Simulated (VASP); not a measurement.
Input of a VASP 6.6.1 run:

INCAR

```
SYSTEM = Sn
PREC     = Accurate       ! precision mode
ENCUT    = 520            ! plane-wave cutoff, eV
EDIFF    = 1E-6           ! SCF threshold, eV
ISMEAR   = -1             ! smearing method
SIGMA    = 0.05           ! smearing width, eV
LREAL    = .False.        ! projectors in reciprocal space
LASPH    = .True.         ! aspherical terms in the spheres
NELM     = 100            ! most SCF steps
ALGO     = Normal         ! electronic algorithm
ISIF     = 2              ! what is computed and relaxed
LWAVE    = .False.        ! write WAVECAR
LCHARG   = .False.        ! write CHGCAR
NBANDS   = 21             ! bands
```

The input KPOINTS:

```
regular mesh
0
Gamma
  13 13 13
  0 0 0
```

POSCAR

```
Sn
1.0
    0.0000000000      3.2367029352      3.2367029352
    3.2367029352      0.0000000000      3.2367029352
    3.2367029352      3.2367029352      0.0000000000
Sn
2
Direct
    0.0000000000      0.0000000000      0.0000000000
    0.2500000000      0.2500000000      0.2500000000
```

Potentials or basis: VASP PAW LDA potentials, release 64 (Sn_d).

The run is started by

```bash
$ cat potpaw_LDA.64/Sn_d/POTCAR > POTCAR
$ mpirun -np 1 vasp_std > vasp.out
```

Question: Predict the band gap on the k mesh.

Answer: Zero (bands 14 and 15 overlap by 0.16 eV).

Question: What does it give for the pressure?

Answer: 0.0 GPa.

Caveat: spin-orbit coupling is left out, which moves the levels of the heavy elements.
